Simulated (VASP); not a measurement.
# BaHfO3 (Pm-3m) in VASP: a series of runs

BaHfO3 is run at these levels: r2SCAN; tasks: single point.

All numbers are computed with VASP 6.6.1; they aren't measurements. Logs are shortened: lines on timing, memory, paths and dates and some standing lists are left out, and cuts for length are marked.

### Step 1. The cell of the first run

The structure is cubic, space group Pm-3m (No. 221). The conventional cell has a = 4.010 Å, b = 4.010 Å, c = 4.010 Å, α = 90.00°, β = 90.00°, γ = 90.00°. Within 3.7 Å of Ba (site symmetry m-3m) lie 12 O at 2.84 Å and 8 Hf at 3.47 Å. Hf (site symmetry m-3m) has 6 O at 2.00 Å within 2.7 Å. O (site symmetry 4/mmm) has 2 Hf at 2.00 Å within 2.7 Å.

### Step 2. Single point, r2SCAN, non-collinear spin, zero start, spin-orbit coupling (strain -4.0%)

POSCAR reads:

```
BaHfO3
1.0
    4.0099764200      0.0000000000      0.0000000000
    0.0000000000      4.0099764200      0.0000000000
    0.0000000000      0.0000000000      4.0099764200
Ba Hf O
1 1 3
Direct
    0.0000000000      0.0000000000      0.0000000000
    0.5000000000      0.5000000000      0.5000000000
    0.5000000000      0.5000000000      0.0000000000
    0.5000000000      0.0000000000      0.5000000000
    0.0000000000      0.5000000000      0.5000000000
```

INCAR.step1 reads:

```
SYSTEM = BaHfO3
ALGO = Normal
EDIFF = 1E-4
ENCUT = 520
GGA = PE
GGA_COMPAT = .FALSE.
ISMEAR = 0
LASPH = .TRUE.
LCHARG = .FALSE.
LMAXMIX = 4
LNONCOLLINEAR = .TRUE.
LREAL = .FALSE.
LSORBIT = .TRUE.
LWAVE = .TRUE.
MAGMOM = 0 0 0 0 0 0 0 0 0 0 0 0 0 0 0
NBANDS = 53
NELM = 150
PREC = Accurate
SIGMA = 0.01
```

INCAR.step2 reads:

```
SYSTEM = BaHfO3
ALGO = Normal
EDIFF = 1E-6
ENCUT = 520
GGA_COMPAT = .FALSE.
ISIF = 2
ISMEAR = 0
ISTART = 1
LASPH = .TRUE.
LCHARG = .FALSE.
LMAXMIX = 4
LMIXTAU = .TRUE.
LNONCOLLINEAR = .TRUE.
LORBIT = 11
LORBMOM = .TRUE.
LREAL = .FALSE.
LSORBIT = .TRUE.
LWAVE = .FALSE.
MAGMOM = 0 0 0 0 0 0 0 0 0 0 0 0 0 0 0
METAGGA = R2SCAN
NBANDS = 53
NELM = 150
PREC = Accurate
SIGMA = 0.01
```

KPOINTS reads:

```
k-points
0
G
  6 6 6
  0 0 0
```

Potentials or basis: VASP PAW PBE potentials, release 64 (Ba_sv, Hf_pv, O).

The run is started by

```console
$ cat potpaw_PBE.64/Ba_sv/POTCAR potpaw_PBE.64/Hf_pv/POTCAR potpaw_PBE.64/O/POTCAR > POTCAR
$ cp INCAR.step1 INCAR
$ mpirun -np 1 vasp_ncl > vasp.out
$ cp INCAR.step2 INCAR
$ mpirun -np 1 vasp_ncl > vasp.out
```

OUTCAR:

```text
SYSTEM = BaHfO3
   EDIFF = 1E-6
   ENCUT = 520
   ISIF = 2
   ISMEAR = 0
   ISTART = 1
   LASPH = .TRUE.
   LNONCOLLINEAR = .TRUE.
   LORBIT = 11
   LREAL = .FALSE.
   LSORBIT = .TRUE.
   METAGGA = R2SCAN
   NELM = 150
   PREC = Accurate

 ion  position               nearest neighbor table
   1  0.000  0.000  0.000-   3 2.84   4 2.84   5 2.84   4 2.84   5 2.84   3 2.84   5 2.84   5 2.84
                             3 2.84   4 2.84   4 2.84   3 2.84   2 3.47   2 3.47   2 3.47   2 3.47
   2  0.500  0.500  0.500-   3 2.00   4 2.00   5 2.00   3 2.00   4 2.00   5 2.00   1 3.47   1 3.47
                             1 3.47   1 3.47   1 3.47   1 3.47   1 3.47   1 3.47
   3  0.500  0.500  0.000-   2 2.00   2 2.00   1 2.84   1 2.84   1 2.84   1 2.84
   4  0.500  0.000  0.500-   2 2.00   2 2.00   1 2.84   1 2.84   1 2.84   1 2.84
   5  0.000  0.500  0.500-   2 2.00   2 2.00   1 2.84   1 2.84   1 2.84   1 2.84

  LATTYP: Found a simple cubic cell.
 ALAT       =     4.0099764200

  Lattice vectors:

 A1 = (   4.0099764200,   0.0000000000,   0.0000000000)
 A2 = (   0.0000000000,   4.0099764200,   0.0000000000)
 A3 = (   0.0000000000,   0.0000000000,   4.0099764200)

Analysis of symmetry for initial positions (statically):
=====================================================================
 Subroutine PRICEL returns:
 Original cell was already a primitive cell.

 Routine SETGRP: Setting up the symmetry group for a
 simple cubic supercell.

 Subroutine GETGRP returns: Found 48 space group operations
 (whereof 48 operations were pure point group operations)
 out of a pool of 48 trial point group operations.

The static configuration has the point symmetry O_h .

Analysis of symmetry for dynamics (positions and initial velocities):
=====================================================================
 Subroutine PRICEL returns:
 Original cell was already a primitive cell.

 Routine SETGRP: Setting up the symmetry group for a
 simple cubic supercell.

 Subroutine GETGRP returns: Found 48 space group operations
 (whereof 48 operations were pure point group operations)
 out of a pool of 48 trial point group operations.

The dynamic configuration has the point symmetry O_h .

Analysis of structural, dynamic, and magnetic symmetry:
=====================================================================
 Subroutine PRICEL returns:
 Original cell was already a primitive cell.

 Routine SETGRP: Setting up the symmetry group for a
 simple cubic supercell.

 Subroutine GETGRP returns: Found 48 space group operations
 (whereof 48 operations were pure point group operations)
 out of a pool of 48 trial point group operations.

The overall configuration has the point symmetry O_h .

 Subroutine INISYM returns: Found 48 space group operations
 (whereof 48 operations are pure point group operations),
 and found     1 'primitive' translations

----------------------------------------------------------------------------------------

                                     Primitive cell

  volume of cell :      64.4801

  direct lattice vectors                    reciprocal lattice vectors
     4.009976420  0.000000000  0.000000000     0.249378025  0.000000000  0.000000000
     0.000000000  4.009976420  0.000000000     0.000000000  0.249378025  0.000000000
     0.000000000  0.000000000  4.009976420     0.000000000  0.000000000  0.249378025

  length of vectors
     4.009976420  4.009976420  4.009976420     0.249378025  0.249378025  0.249378025

  position of ions in fractional coordinates (direct lattice)
     0.000000000  0.000000000  0.000000000
     0.500000000  0.500000000  0.500000000
     0.500000000  0.500000000  0.000000000
     0.500000000  0.000000000  0.500000000
     0.000000000  0.500000000  0.500000000

  ion indices of the primitive-cell ions
   primitive index   ion index
                 1           1
                 2           2
                 3           3
                 4           4
                 5           5

----------------------------------------------------------------------------------------

[... 121 lines left out ...]
 Fermi energy:         2.9809418076

 k-point     1 :       0.0000    0.0000    0.0000
  band No.  band energies     occupation
      1     -30.9078      1.00000
      2     -30.9078      1.00000
      3     -24.0889      1.00000
      4     -24.0889      1.00000
      5     -24.0889      1.00000
      6     -24.0889      1.00000
[... 1049 lines left out ...]
     49      12.6718      0.00000
     50      12.6718      0.00000
 [bands above 50 left out]

------------------------ aborting loop because EDIFF is reached ----------------------------------------

  FORCE on cell =-STRESS in cart. coord.  units (eV):
  Direction    XX          YY          ZZ          XY          YZ          ZX
  --------------------------------------------------------------------------------------
  -------------------------------------------------------------------------------------
  Total       10.8794165     10.8794165     10.8794165      0.0000000      0.0000000     -0.0000000
  in kB      270.3278117    270.3278117    270.3278117      0.0000000      0.0000000     -0.0000000
  external PRESSURE =     270.3278117 kB  Pullay stress =       0.0000000 kB

 VOLUME and BASIS-vectors are now :
 -----------------------------------------------------------------------------
  energy-cutoff  :      520.00
  volume of cell :       64.48
      direct lattice vectors                 reciprocal lattice vectors
     4.009976420  0.000000000  0.000000000     0.249378025  0.000000000  0.000000000
     0.000000000  4.009976420  0.000000000     0.000000000  0.249378025  0.000000000
     0.000000000  0.000000000  4.009976420     0.000000000  0.000000000  0.249378025

 POSITION                                       TOTAL-FORCE (eV/Angst)
 -----------------------------------------------------------------------------------
      0.00000      0.00000      0.00000         0.000000      0.000000      0.000000
      2.00499      2.00499      2.00499         0.000000      0.000000      0.000000
      2.00499      2.00499      0.00000         0.000000      0.000000      0.000000
      2.00499      0.00000      2.00499         0.000000      0.000000      0.000000
      0.00000      2.00499      2.00499         0.000000      0.000000      0.000000
 -----------------------------------------------------------------------------------
    total drift:                                0.000000      0.000000      0.000000

  FREE ENERGIE OF THE ION-ELECTRON SYSTEM (eV)
  ---------------------------------------------------
  free  energy   TOTEN  =      -108.1652353017 eV

  energy  without entropy=     -108.1652353017  energy(sigma->0) =     -108.16523530

 orbital moment (x)

 # of ion     p       d       tot
 ----------------------------------------
  1         0.000   0.000   0.000
  2         0.000   0.000   0.000
  3         0.000   0.000   0.000
  4         0.000   0.000   0.000
  5        -0.000   0.000  -0.000
 ----------------------------------------
            0.000   0.000   0.000

 orbital moment (y)

 # of ion     p       d       tot
 ----------------------------------------
  1        -0.000   0.000   0.000
  2         0.000  -0.000  -0.000
  3         0.000   0.000   0.000
  4         0.000   0.000   0.000
  5        -0.000   0.000  -0.000
 ----------------------------------------
            0.000   0.000   0.000

 orbital moment (z)

 # of ion     p       d       tot
 ----------------------------------------
  1         0.000   0.000   0.000
  2         0.000   0.000   0.000
  3         0.000   0.000   0.000
  4        -0.000   0.000  -0.000
  5        -0.000   0.000  -0.000
 ----------------------------------------
           -0.000   0.000  -0.000

 Spin-Orbit-Coupling matrix elements

 Ion:    1  E_soc:     -0.3620725
 l=   1
     0.0000000    -0.0601926    -0.0601926
    -0.0601926     0.0000000    -0.0601926
    -0.0601926    -0.0601926     0.0000000
 l=   2
     0.0000000    -0.0000310     0.0000000    -0.0000310    -0.0001219
    -0.0000310     0.0000000    -0.0000914    -0.0000310    -0.0000305
     0.0000000    -0.0000914     0.0000000    -0.0000914     0.0000000
    -0.0000310    -0.0000310    -0.0000914     0.0000000    -0.0000305
    -0.0001219    -0.0000305     0.0000000    -0.0000305     0.0000000
 l=   3
     0.0000000     0.0000000     0.0000000     0.0000000     0.0000000     0.0000000     0.0000000
     0.0000000     0.0000000     0.0000000     0.0000000     0.0000000     0.0000000     0.0000000
     0.0000000     0.0000000     0.0000000     0.0000000     0.0000000     0.0000000     0.0000000
     0.0000000     0.0000000     0.0000000     0.0000000     0.0000000     0.0000000     0.0000000
[... 69 lines left out ...]
 l=   2
     0.0000000     0.0000000     0.0000000     0.0000000     0.0000000
     0.0000000     0.0000000     0.0000000     0.0000000     0.0000000
     0.0000000     0.0000000     0.0000000     0.0000000     0.0000000
     0.0000000     0.0000000     0.0000000     0.0000000     0.0000000
     0.0000000     0.0000000     0.0000000     0.0000000     0.0000000
 l=   3
     0.0000000     0.0000000     0.0000000     0.0000000     0.0000000     0.0000000     0.0000000
     0.0000000     0.0000000     0.0000000     0.0000000     0.0000000     0.0000000     0.0000000
     0.0000000     0.0000000     0.0000000     0.0000000     0.0000000     0.0000000     0.0000000
     0.0000000     0.0000000     0.0000000     0.0000000     0.0000000     0.0000000     0.0000000
     0.0000000     0.0000000     0.0000000     0.0000000     0.0000000     0.0000000     0.0000000
     0.0000000     0.0000000     0.0000000     0.0000000     0.0000000     0.0000000     0.0000000
     0.0000000     0.0000000     0.0000000     0.0000000     0.0000000     0.0000000     0.0000000

 total charge

# of ion       s       p       d       tot
------------------------------------------
    1        2.021   5.671   0.326   8.017
    2        0.391   6.973   1.708   9.073
    3        1.571   3.591   0.000   5.162
    4        1.571   3.591   0.000   5.162
    5        1.571   3.591   0.000   5.162
--------------------------------------------------
tot          7.124  23.417   2.034  32.575

 magnetization (x)

# of ion       s       p       d       tot
------------------------------------------
    1        0.000   0.000   0.000   0.000
    2       -0.000   0.000   0.000   0.000
    3       -0.000  -0.000   0.000  -0.000
    4        0.000   0.000   0.000   0.000
    5       -0.000   0.000   0.000  -0.000
--------------------------------------------------
tot         -0.000   0.000   0.000   0.000

 magnetization (y)

# of ion       s       p       d       tot
------------------------------------------
    1        0.000  -0.000  -0.000  -0.000
    2        0.000   0.000   0.000   0.000
    3        0.000   0.000   0.000   0.000
    4       -0.000   0.000   0.000  -0.000
    5        0.000  -0.000   0.000  -0.000
--------------------------------------------------
tot          0.000  -0.000  -0.000  -0.000

 magnetization (z)

# of ion       s       p       d       tot
------------------------------------------
    1        0.000   0.000  -0.000  -0.000
    2        0.000  -0.000  -0.000  -0.000
    3       -0.000   0.000   0.000  -0.000
    4       -0.000  -0.000   0.000  -0.000
    5        0.000   0.000   0.000   0.000
--------------------------------------------------
tot         -0.000   0.000  -0.000  -0.000
```

It took 13 min on 1 thread of Intel Xeon Platinum 8259CL at 2.50GHz (Skylake/Cascade Lake), shared host; peak memory 0.39 GiB.

Results:

- Free energy: -108.1652 eV
- Pressure: 27.0 GPa
- Net moment: 0.00 μB per cell
- Valence electrons inside the program's atomic spheres: Ba 8.02; Hf 9.07; O 5.16

Moments on the atoms (μB; x, y, z):
```
Ba  0.00 0.00 0.00
Hf  0.00 0.00 0.00
O   0.00 0.00 0.00
O   0.00 0.00 0.00
O   0.00 0.00 0.00
```

Caveat: the cell differs from its parent crystal (strain -4.0%); the cell stands under pressure; the PAW data sets were made with another functional, which shifts forces and pressure a little.

[end of part 1 of 2]
